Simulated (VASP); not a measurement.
## Hf2ZrC3: single point with PBE

Hf2ZrC3:

```xyz
12
Lattice="3.3064 0.0000 0.0000 -1.6532 2.8634 0.0000 0.0000 0.0000 16.1322" Properties=species:S:1:pos:R:3 pbc="T T T"
Zr    1.6532    0.9545    1.3605
Zr    0.0000    1.9089   14.7717
Hf    0.0000    0.0000    4.0541
Hf    1.6532    0.9545    9.4040
Hf    0.0000    1.9089    6.7282
Hf    0.0000    0.0000   12.0781
C     1.6532    0.9545    5.3922
C     0.0000    1.9089    2.7252
C     0.0000    0.0000    8.0661
C     0.0000    0.0000    0.0000
C     1.6532    0.9545   13.4069
C     0.0000    1.9089   10.7399
```

```yaml
Program: VASP 6.6.1
Task: single point
Functional: PBE
Potentials_or_basis: VASP PAW PBE potentials, release 64 (Zr_sv, Hf_pv, C)
Cutoff: 520 eV
k_mesh: 6 × 6 × 1
Occupations: gaussian, width 0.2 eV
Spin: no spin polarisation
Dipole_correction: no
Further_INCAR_settings: ALGO = Normal; EDIFF = 1e-06; NBANDS = 56
```

```json
{"Pressure": "-0.3 GPa", "Largest force": "0.066 eV/Å", "Band gap on the k mesh": "zero (bands 44 and 45 overlap by 1.07 eV)"}
```

Forces on the atoms (eV/Å):
```
Zr   0.000  0.000 -0.020
Zr   0.000  0.000  0.020
Hf   0.000  0.000  0.035
Hf   0.000  0.000 -0.006
Hf   0.000  0.000  0.006
Hf   0.000  0.000 -0.035
C    0.000  0.000  0.009
C    0.000  0.000  0.066
C    0.000  0.000  0.000
C    0.000  0.000  0.000
C    0.000  0.000 -0.066
C    0.000  0.000 -0.009
```

Stress tensor (GPa, compression positive):
```
-0.52  0.00  0.00
 0.00 -0.52  0.00
 0.00  0.00  0.10
```

Levels at points of the mesh, in eV from the Fermi level:
| k point | band 42 | band 43 | band 44 | band 45 | band 46 | band 47 |
| --- | --- | --- | --- | --- | --- | --- |
| (0.00, 0.00, 0.00) | 1.04 | 1.04 | 1.06 | 1.32 | 1.32 | 1.37 |
| (0.50, 0.00, 0.00) | -1.02 | -0.97 | 0.01 | 0.03 | 0.77 | 0.80 |

It took 3.7 min on 1 thread of Intel Xeon 8259CL (shared host), peak memory 0.31 GiB.

Caveat: the k points lie up to 0.39 Å⁻¹ apart, too coarse for converged energies and pressures of a metal; spin-orbit coupling is left out, which moves the levels of the heavy elements.
